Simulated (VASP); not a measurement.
# YPdF (P-6m2) in VASP: a series of runs

YPdF is run at these levels: r2SCAN; tasks: single point.

All numbers are computed with VASP 6.6.1; they aren't measurements. Logs are shortened: lines on timing, memory, paths and dates and some standing lists are left out, and cuts for length are marked.

### 1 The cell of the first run

The structure is hexagonal, space group P-6m2 (No. 187). The conventional cell has a = 3.852 Å, b = 3.852 Å, c = 4.364 Å, α = 90.00°, β = 90.00°, γ = 120.00°. Within 4.1 Å of Y (site symmetry -6m2) lie 6 Pd at 3.12 Å and 6 F at 3.12 Å and 6 Y at 3.85 Å. Within 2.9 Å of Pd (site symmetry -6m2) lie 3 F at 2.22 Å. F (site symmetry -6m2) has 3 Pd at 2.22 Å within 2.9 Å.

### 2 Single point, r2SCAN

POSCAR

```
YPdF
1.0
    3.8516678000      0.0000000000      0.0000000000
   -1.9258339000      3.3356421700      0.0000000000
    0.0000000000      0.0000000000      4.3642671200
Y Pd F
1 1 1
Direct
    0.0000000000      0.0000000000      0.0000000000
    0.6666666700      0.3333333300      0.5000000000
    0.3333333300      0.6666666700      0.5000000000
```

INCAR.step1

```
SYSTEM = YPdF
  ALGO = Normal
  EDIFF = 1E-4
  ENCUT = 520
  GGA = PE
  ISMEAR = -1
  LASPH = .TRUE.
  LCHARG = .FALSE.
  LREAL = .FALSE.
  LWAVE = .TRUE.
  NBANDS = 21
  NELM = 60
  PREC = Accurate
  SIGMA = 0.05
```

INCAR.step2

```
SYSTEM = YPdF
  ALGO = Normal
  EDIFF = 1E-7
  ENCUT = 520
  ISIF = 2
  ISMEAR = -1
  ISTART = 1
  LASPH = .TRUE.
  LCHARG = .TRUE.
  LELF = .TRUE.
  LMIXTAU = .TRUE.
  LREAL = .FALSE.
  LVHAR = .TRUE.
  LWAVE = .FALSE.
  METAGGA = R2SCAN
  NBANDS = 21
  NELM = 60
  PREC = Accurate
  SIGMA = 0.05
```

KPOINTS

```
k-points
0
G
  7 7 5
  0 0 0
```

Potentials or basis: VASP PAW PBE potentials, release 64 (Y_sv, Pd, F).

Run with:

```sh
$ cat potpaw_PBE.64/Y_sv/POTCAR potpaw_PBE.64/Pd/POTCAR potpaw_PBE.64/F/POTCAR > POTCAR
$ cp INCAR.step1 INCAR
$ mpirun -np 1 vasp_std > vasp.out
$ cp INCAR.step2 INCAR
$ mpirun -np 1 vasp_std > vasp.out
```

OUTCAR:

```text
SYSTEM = YPdF
   EDIFF = 1E-7
   ENCUT = 520
   ISIF = 2
   ISMEAR = -1
   ISTART = 1
   LASPH = .TRUE.
   LREAL = .FALSE.
   METAGGA = R2SCAN
   NELM = 60
   PREC = Accurate

 ion  position               nearest neighbor table
   1  0.000  0.000  0.000-   2 3.12   3 3.12   2 3.12   3 3.12   2 3.12   2 3.12   3 3.12   3 3.12
                             2 3.12   2 3.12   3 3.12   3 3.12
   2  0.667  0.333  0.500-   3 2.22   3 2.22   3 2.22   1 3.12   1 3.12   1 3.12   1 3.12   1 3.12
                             1 3.12
   3  0.333  0.667  0.500-   2 2.22   2 2.22   2 2.22   1 3.12   1 3.12   1 3.12   1 3.12   1 3.12
                             1 3.12

  LATTYP: Found a hexagonal cell.
 ALAT       =     3.8516678000
 C/A-ratio  =     1.1330850288

  Lattice vectors:

 A1 = (   3.8516678000,   0.0000000000,   0.0000000000)
 A2 = (  -1.9258339000,   3.3356421700,   0.0000000000)
 A3 = (   0.0000000000,   0.0000000000,   4.3642671200)

Analysis of symmetry for initial positions (statically):
=====================================================================
 Subroutine PRICEL returns:
 Original cell was already a primitive cell.

 Routine SETGRP: Setting up the symmetry group for a
 hexagonal supercell.

 Subroutine GETGRP returns: Found 12 space group operations
 (whereof 12 operations were pure point group operations)
 out of a pool of 24 trial point group operations.

The static configuration has the point symmetry D_3h.

Analysis of symmetry for dynamics (positions and initial velocities):
=====================================================================
 Subroutine PRICEL returns:
 Original cell was already a primitive cell.

 Routine SETGRP: Setting up the symmetry group for a
 hexagonal supercell.

 Subroutine GETGRP returns: Found 12 space group operations
 (whereof 12 operations were pure point group operations)
 out of a pool of 24 trial point group operations.

The dynamic configuration has the point symmetry D_3h.

 Subroutine INISYM returns: Found 12 space group operations
 (whereof 12 operations are pure point group operations),
 and found     1 'primitive' translations

----------------------------------------------------------------------------------------

                                     Primitive cell

  volume of cell :      56.0712

  direct lattice vectors                    reciprocal lattice vectors
     3.851667800  0.000000000  0.000000000     0.259627790  0.149896174  0.000000000
    -1.925833900  3.335642170  0.000000000     0.000000000  0.299792349  0.000000000
     0.000000000  0.000000000  4.364267120     0.000000000  0.000000000  0.229133546

  length of vectors
     3.851667800  3.851667807  4.364267120     0.299792349  0.299792349  0.229133546

  position of ions in fractional coordinates (direct lattice)
     0.000000000  0.000000000  0.000000000
     0.666666670  0.333333330  0.500000000
     0.333333330  0.666666670  0.500000000

  ion indices of the primitive-cell ions
   primitive index   ion index
                 1           1
                 2           2
                 3           3

----------------------------------------------------------------------------------------

 KPOINTS: k-points

Automatic generation of k-mesh.
 Grid dimensions read from file:
 generate k-points for:    7    7    5

 Generating k-lattice:

  Cartesian coordinates                     Fractional coordinates (reciprocal lattice)
     0.037089684  0.021413739  0.000000000     0.142857143  0.000000000  0.000000000
     0.000000000  0.042827478  0.000000000     0.000000000  0.142857143  0.000000000
     0.000000000  0.000000000  0.045826709     0.000000000  0.000000000  0.200000000

  Length of vectors
     0.042827478  0.042827478  0.045826709

  Shift w.r.t. Gamma in fractional coordinates (k-lattice)
     0.000000000  0.000000000  0.000000000

 Subroutine IBZKPT returns following result:
 ===========================================

 Found     24 irreducible k-points:

 Following reciprocal coordinates:
            Coordinates               Weight
  0.000000  0.000000  0.000000      1.000000
  0.142857  0.000000  0.000000      6.000000
  0.285714  0.000000  0.000000      6.000000
  0.428571 -0.000000  0.000000      6.000000
  0.142857  0.142857  0.000000      6.000000
  0.285714  0.142857  0.000000     12.000000
[... 16 lines left out ...]
  0.428571  0.142857  0.400000     12.000000
  0.285714  0.285714  0.400000     12.000000
   k-points           NKPTS =     24   k-points in BZ     NKDIM =     24   number of bands    NBANDS=     21
   number of dos      NEDOS =    301   number of ions     NIONS =      3
   total plane-waves  NPLWV =  28800
   dimension x,y,z NGX =    30 NGY =   30 NGZ =   32
   dimension x,y,z NGXF=    60 NGYF=   60 NGZF=   64
   ions per type =               1   1   1
   NGX,Y,Z   is equivalent  to a cutoff of  12.95, 12.95, 12.19 a.u.
   NGXF,Y,Z  is equivalent  to a cutoff of  25.90, 25.90, 24.38 a.u.
 SYSTEM =  YPdF
   PREC   = accura    normal or accurate (medium, high low for compatibility)
   ISTART =      1    job   : 0-new  1-cont  2-samecut
   ICHARG =      0    charge: 1-file 2-atom 10-const
   ISPIN  =      1    spin polarized calculation?
   LNONCOLLINEAR =      F non collinear calculations
   LSORBIT =      F    spin-orbit coupling
   LASPH  =      T    aspherical Exc in radial PAW
   ENCUT  =  520.0 eV  38.22 Ry    6.18 a.u.   7.16  7.16  8.11*2*pi/ulx,y,z
   NELM   =     60;   NELMIN=  2; NELMDL=  0     # of ELM steps
   EDIFF  = 0.1E-06   stopping-criterion for ELM
   LREAL  =      F    real-space projection
   EDIFFG = 0.1E-05   stopping-criterion for IOM
   NSW    =      0    number of steps for IOM
   IBRION =     -1    ionic relax: 0-MD 1-quasi-New 2-CG
   NFREE  =      0    steps in history (QN), initial steepest desc. (CG)
   ISIF   =      2    stress and relaxation
   ISYM   =      2    0-nonsym 1-usesym 2-fastsym
   POTIM  = 0.5000    time-step for ionic-motion
   TEBEG  =    0.0;   TEEND  =   0.0 temperature during run
   PSTRESS=    0.0 pullay stress
   NELECT =      28.0000    total number of electrons
   NUPDOWN=      -1.0000    fix difference up-down
   EMIN   =  10.00;   EMAX   =-10.00  energy-range for DOS
   EFERMI =   0.00;   METHOD = LEGACY
   ISMEAR =    -1;   SIGMA  =   0.05  broadening in eV -4-tet -1-fermi 0-gaus
   EFERMI_NEDOS =   21; number of points for ismear=-14 and -15
   IALGO  =     38    algorithm
   IMIX   =      4    mixing-type and parameters
     AMIX     =   0.40;   BMIX     =  1.00
     AMIX_MAG =   1.60;   BMIX_MAG =  1.00
  volume/ion in A,a.u.               =      18.69       126.13
  Fermi-wavevector in a.u.,A,eV,Ry     =   1.298816  2.454406 22.951982  1.686923
  Thomas-Fermi vector in A             =   2.430120
   LORBIT       =      0    0 simple, 1 ext, 2 COOP (PROOUT), +10 PAW based schemes
   METAGGA = R2SCAN    functional components
   LHFCALC =     F    Hartree Fock is set to
   AEXX    =    0.0000 exact exchange contribution
   IVDW    =     0    specifies the selected vdW correction
   LEPSILON=     F    determine dielectric tensor
   LRPA    =     F    only Hartree local field effects (RPA)
 non-spin polarized calculation
  energy-cutoff  :      520.00
  volume of cell :       56.07
 maximum number of plane-waves:      1525
 NGX is ok and might be reduce to    30
   NGX = 15   NGY = 15   NGZ = 17

 number of electron      27.9999992 magnetization

 Free energy of the ion-electron system (eV)
  ---------------------------------------------------
  ext. energy  EPLUGINS =         0.00000000
  ---------------------------------------------------
  free energy    TOTEN  =       -49.31597752 eV

  energy without entropy =      -49.30383439  energy(sigma->0) =      -49.30990596

 E-fermi :   5.3465     XC(G=0): -11.1525

 val. band max:        5.2752647538   @ k =   0.2857   0.0000   0.4000
 cond. band min:       5.3751447802   @ k =   0.4286   0.1429   0.2000
 fundamental gap:      0.0998800264
 Fermi energy:         5.3464977591

 k-point     1 :       0.0000    0.0000    0.0000
  band No.  band energies     occupation
      1     -39.8732      2.00000
      2     -20.8271      2.00000
      3     -19.1621      2.00000
      4     -19.0400      2.00000
      5     -19.0400      2.00000
      6      -2.1401      2.00000
[... 13 lines left out ...]
     20      10.5330      0.00000
     21      14.1763      0.00000

 k-point     2 :       0.1429    0.0000    0.0000
  band No.  band energies     occupation
      1     -39.8698      2.00000
      2     -20.8211      2.00000
      3     -19.1577      2.00000
      4     -19.0742      2.00000
      5     -19.0496      2.00000
      6      -2.2414      2.00000
[... 13 lines left out ...]
     20      11.3224      0.00000
     21      14.0208      0.00000

 k-point     3 :       0.2857    0.0000    0.0000
  band No.  band energies     occupation
      1     -39.8623      2.00000
      2     -20.8084      2.00000
      3     -19.1500      2.00000
      4     -19.1476      2.00000
      5     -19.0712      2.00000
      6      -2.3585      2.00000
[... 13 lines left out ...]
     20      12.4925      0.00000
     21      12.7870      0.00000
[... 457 lines left out ...]
 k-point    23 :       0.4286    0.1429    0.4000
  band No.  band energies     occupation
      1     -39.8535      2.00000
      2     -20.7695      2.00000
      3     -19.2341      2.00000
      4     -19.1653      2.00000
      5     -19.1153      2.00000
      6      -2.2003      2.00000
[... 13 lines left out ...]
     20      10.2743      0.00000
     21      11.9535      0.00000

 k-point    24 :       0.2857    0.2857    0.4000
  band No.  band energies     occupation
      1     -39.8528      2.00000
      2     -20.7658      2.00000
      3     -19.2069      2.00000
      4     -19.1663      2.00000
      5     -19.1535      2.00000
      6      -2.1664      2.00000
[... 13 lines left out ...]
     20      10.9684      0.00000
     21      12.1012      0.00000

------------------------ aborting loop because EDIFF is reached ----------------------------------------

  FORCE on cell =-STRESS in cart. coord.  units (eV):
  Direction    XX          YY          ZZ          XY          YZ          ZX
  --------------------------------------------------------------------------------------
  -------------------------------------------------------------------------------------
  Total        2.8082776      2.8082776     -4.4728947      0.0000000     -0.0000000      0.0000000
  in kB       80.2437132     80.2437136   -127.8084753      0.0000000     -0.0000000      0.0000000
  external PRESSURE =      10.8929839 kB  Pullay stress =       0.0000000 kB

 VOLUME and BASIS-vectors are now :
 -----------------------------------------------------------------------------
  energy-cutoff  :      520.00
  volume of cell :       56.07
      direct lattice vectors                 reciprocal lattice vectors
     3.851667800  0.000000000  0.000000000     0.259627790  0.149896174  0.000000000
    -1.925833900  3.335642170  0.000000000     0.000000000  0.299792349  0.000000000
     0.000000000  0.000000000  4.364267120     0.000000000  0.000000000  0.229133546

 POSITION                                       TOTAL-FORCE (eV/Angst)
 -----------------------------------------------------------------------------------
      0.00000      0.00000      0.00000        -0.000000      0.000000      0.000000
      1.92583      1.11188      2.18213        -0.000000      0.000000      0.000000
     -0.00000      2.22376      2.18213         0.000000     -0.000000      0.000000
 -----------------------------------------------------------------------------------
    total drift:                                0.000021     -0.000012      0.000000

  FREE ENERGIE OF THE ION-ELECTRON SYSTEM (eV)
  ---------------------------------------------------
  free  energy   TOTEN  =       -49.3159775238 eV

  energy  without entropy=      -49.3038343931  energy(sigma->0) =      -49.30990596
```

Wall time 2.7 min (1 thread of AMD EPYC 7R13 (Zen 3), shared host); peak memory 0.18 GiB.

Results:

```
Free energy            : -49.3160 eV
Pressure               : 1.1 GPa
Band gap on the k mesh : zero (band 14 reaches 6.13 eV, above the bottom of band 15 at 4.80 eV)
```

Stress tensor (GPa, compression positive):
```
  8.02   0.00   0.00
  0.00   8.02   0.00
  0.00   0.00 -12.78
```

Levels at points of the mesh, in eV from the Fermi level:
```csv
k point,band 10,band 11,band 12,band 13,band 14,band 15,band 16,band 17,band 18,band 19
"(0.00, 0.00, 0.00)",-2.79,-2.79,-2.64,-0.94,-0.94,0.79,1.50,1.50,3.39,3.39
```

Caveat: the PAW data sets were made with another functional, which shifts forces and pressure a little.

### 3 Single point, r2SCAN

POSCAR is that of step 2.

INCAR.step1

```
PREC = Accurate ; ENCUT = 520
ISMEAR = -1 ; SIGMA = 0.05
LREAL = F ; LASPH = T
NELM = 60 ; NBANDS = 21
GGA = PE ; ALGO = Normal
EDIFF = 1E-4 ; LWAVE = T
LCHARG = F
```

INCAR.step2

```
PREC = Accurate ; ENCUT = 520
EDIFF = 1E-6 ; ISMEAR = -1
SIGMA = 0.05 ; LREAL = F
LASPH = T ; NELM = 60
ALGO = Normal ; ISIF = 2
LWAVE = F ; LCHARG = F
METAGGA = R2SCAN ; LMIXTAU = T
NBANDS = 21 ; ISTART = 1
```

KPOINTS

```
Automatic mesh
0
Gamma
  7 7 5
```

Potentials or basis: VASP PAW PBE potentials, release 64 (Y_sv, Pd, F).

Run with:

```sh
$ cat potpaw_PBE.64/Y_sv/POTCAR potpaw_PBE.64/Pd/POTCAR potpaw_PBE.64/F/POTCAR > POTCAR
$ cp INCAR.step1 INCAR
$ mpirun -np 1 vasp_std > vasp.out
$ cp INCAR.step2 INCAR
$ mpirun -np 1 vasp_std > vasp.out
```

OUTCAR:

```text
PREC = Accurate
   ENCUT = 520
   EDIFF = 1E-6
   ISMEAR = -1
   LREAL = F
   LASPH = T
   NELM = 60
   ISIF = 2
   METAGGA = R2SCAN
   ISTART = 1

 ion  position               nearest neighbor table
   1  0.000  0.000  0.000-   2 3.12   3 3.12   2 3.12   3 3.12   2 3.12   2 3.12   3 3.12   3 3.12
                             2 3.12   2 3.12   3 3.12   3 3.12
   2  0.667  0.333  0.500-   3 2.22   3 2.22   3 2.22   1 3.12   1 3.12   1 3.12   1 3.12   1 3.12
                             1 3.12
[... 774 lines left out ...]
  Direction    XX          YY          ZZ          XY          YZ          ZX
  --------------------------------------------------------------------------------------
  -------------------------------------------------------------------------------------
  Total        2.8074710      2.8074710     -4.4736222      0.0000000     -0.0000000      0.0000000
  in kB       80.2206647     80.2206651   -127.8292615      0.0000000     -0.0000000      0.0000000
  external PRESSURE =      10.8706894 kB  Pullay stress =       0.0000000 kB

 VOLUME and BASIS-vectors are now :
 -----------------------------------------------------------------------------
  energy-cutoff  :      520.00
  volume of cell :       56.07
      direct lattice vectors                 reciprocal lattice vectors
     3.851667800  0.000000000  0.000000000     0.259627790  0.149896174  0.000000000
    -1.925833900  3.335642170  0.000000000     0.000000000  0.299792349  0.000000000
     0.000000000  0.000000000  4.364267120     0.000000000  0.000000000  0.229133546

 POSITION                                       TOTAL-FORCE (eV/Angst)
 -----------------------------------------------------------------------------------
      0.00000      0.00000      0.00000        -0.000000      0.000000      0.000000
      1.92583      1.11188      2.18213         0.000000      0.000000      0.000000
     -0.00000      2.22376      2.18213        -0.000000     -0.000000      0.000000
 -----------------------------------------------------------------------------------
    total drift:                                0.000021     -0.000012      0.000000

  FREE ENERGIE OF THE ION-ELECTRON SYSTEM (eV)
  ---------------------------------------------------
  free  energy   TOTEN  =       -49.3159776493 eV

  energy  without entropy=      -49.3038348259  energy(sigma->0) =      -49.30990624
```

OSZICAR.step1:

```text
N       E                     dE             d eps       ncg     rms          rms(c)
DAV:   1     0.153034512971E+03    0.15303E+03   -0.14799E+04  1008   0.131E+03
DAV:   2    -0.946465041651E+01   -0.16250E+03   -0.15606E+03  1168   0.296E+02
DAV:   3    -0.173501214699E+02   -0.78855E+01   -0.77738E+01  1255   0.577E+01
DAV:   4    -0.176058902906E+02   -0.25577E+00   -0.25552E+00  1372   0.869E+00
DAV:   5    -0.176092200318E+02   -0.33297E-02   -0.33295E-02  1238   0.841E-01    0.198E+01
DAV:   6    -0.163708086168E+02    0.12384E+01   -0.54182E+00  1083   0.144E+01    0.167E+01
DAV:   7    -0.162195635619E+02    0.15125E+00   -0.16171E+00  1148   0.737E+00    0.102E+01
DAV:   8    -0.162144249443E+02    0.51386E-02   -0.97041E-01  1128   0.566E+00    0.304E+00
DAV:   9    -0.161498373260E+02    0.64588E-01   -0.43721E-01  1098   0.415E+00    0.692E-01
DAV:  10    -0.161466779576E+02    0.31594E-02   -0.33010E-02  1111   0.136E+00    0.288E-01
DAV:  11    -0.161465786391E+02    0.99319E-04   -0.14806E-03  1197   0.291E-01    0.760E-02
DAV:  12    -0.161465721453E+02    0.64937E-05   -0.18653E-04   914   0.102E-01
   1 F= -.16146572E+02 E0= -.16139780E+02  d E =-.135847E-01
```

Wall time 2.6 min (1 thread of AMD EPYC 7R13 (Zen 3), shared host); peak memory 0.17 GiB.

What came out:

```
Free energy            : -49.3160 eV
Pressure               : 1.1 GPa
Band gap on the k mesh : zero (band 14 reaches 6.13 eV, above the bottom of band 15 at 4.80 eV)
```

Stress tensor (GPa, compression positive):
```
  8.02   0.00   0.00
  0.00   8.02   0.00
  0.00   0.00 -12.78
```

Caveat: the PAW data sets were made with another functional, which shifts forces and pressure a little.
